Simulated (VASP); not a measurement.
## As: single point with PBE

Crystal: As.

```xyz
1
Lattice="2.8157 0.0000 0.0000 -1.4079 2.4385 0.0000 0.0000 0.0000 2.6530" Properties=species:S:1:pos:R:3 pbc="T T T"
As    0.0000    0.0000    0.0000
```

* Program: VASP 6.6.1
* Task: single point
* Functional: PBE
* Potentials or basis: VASP PAW PBE potentials, release 64 (As)
* Cutoff: 520 eV
* k mesh: 16 × 16 × 15
* Occupations: fermi-dirac, width 0.08 eV
* Spin: no spin polarisation

| Item | Value |
| --- | --- |
| Pressure | 9.5 GPa |

Levels at points of the mesh, in eV from the Fermi level:
```tsv
k point	band 1	band 2	band 3	band 4	band 5	band 6	band 7
(0.00, 0.00, 0.00)	-15.73	4.20	5.63	5.63	8.48	12.70	12.70
(0.50, 0.00, 0.00)	-11.23	-7.30	1.91	6.69	7.47	14.20	15.13
```

It took 19 s on 1 thread of Intel(R) Xeon(R) Platinum 8488C (Sapphire Rapids), with other jobs on the host, peak memory 0.15 GiB.
